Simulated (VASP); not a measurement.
# PbO: single point with PBE+D3(BJ)

Crystal: PbO.

```
Pb O
1.0
     3.77568    0.00000    0.00000
     0.00000    3.77568    0.00000
     0.00000    0.00000    4.77090
Pb O
2 2
Direct
  0.00000 0.50000 0.23510
  0.50000 0.00000 0.76490
  0.00000 0.00000 0.00000
  0.50000 0.50000 0.00000
```

This cell differs from its parent crystal: strain -0.050 along x and y, -0.050 along z.

```json
{
  "Program": "VASP 6.6.1",
  "Task": "single point",
  "Functional": "PBE",
  "Dispersion": "D3(BJ)",
  "Potentials or basis": "VASP PAW PBE potentials, release 64 (Pb_d, O)",
  "Cutoff": "520 eV",
  "k mesh": "8 × 8 × 6",
  "Occupations": "gaussian, width 0.05 eV",
  "Spin": "no spin polarisation"
}
```

- Pressure: 22.5 GPa
- Largest force: 3.203 eV/Å
- Band gap on the k mesh: 0.92 eV (least direct gap 2.48 eV)
- Dispersion energy per atom: -0.279 eV

Forces in eV/Å, atoms in the order of the input:
```
Pb   0.000  0.000  3.203
Pb   0.000  0.000 -3.203
O    0.000  0.000  0.000
O    0.000  0.000  0.000
```

Stress tensor (GPa, compression positive):
```
24.14  0.00  0.00
 0.00 24.14  0.00
 0.00  0.00 19.16
```

Levels at points of the mesh, in eV from the valence-band top:
```csv
k point,band 17,band 18,band 19,band 20,band 21,band 22,band 23,band 24
"(0.00, 0.00, 0.00)",-2.67,-2.67,-2.58,-0.02,2.66,5.47,5.95,5.95
"(0.50, 0.00, 0.00)",-4.18,-4.18,-2.36,-2.36,3.59,3.59,6.96,6.96
"(0.50, 0.50, 0.00)",-1.98,-1.98,-1.93,-1.93,0.92,0.92,5.32,5.32
"(0.00, 0.00, 0.50)",-2.70,-2.70,-2.61,-1.65,1.84,3.94,3.94,4.36
"(0.50, 0.00, 0.50)",-4.15,-4.15,-1.50,-1.50,3.15,3.15,6.73,6.73
"(0.50, 0.50, 0.50)",-2.68,-2.68,-1.94,-1.94,3.30,3.30,5.11,5.11
```

It took 56 s on 1 thread of AMD EPYC 9R45 96-Core Processor (Zen 5), with other jobs on the host, peak memory 0.21 GiB.

Caveat: the cell differs from its parent crystal (strain -0.050 along x and y, -0.050 along z); the cell stands under pressure; spin-orbit coupling is left out, which moves the levels of the heavy elements; forces of over 1 eV/Å act on the atoms, so gaps and moduli don't describe the material at rest. A k mesh can miss the band edges.
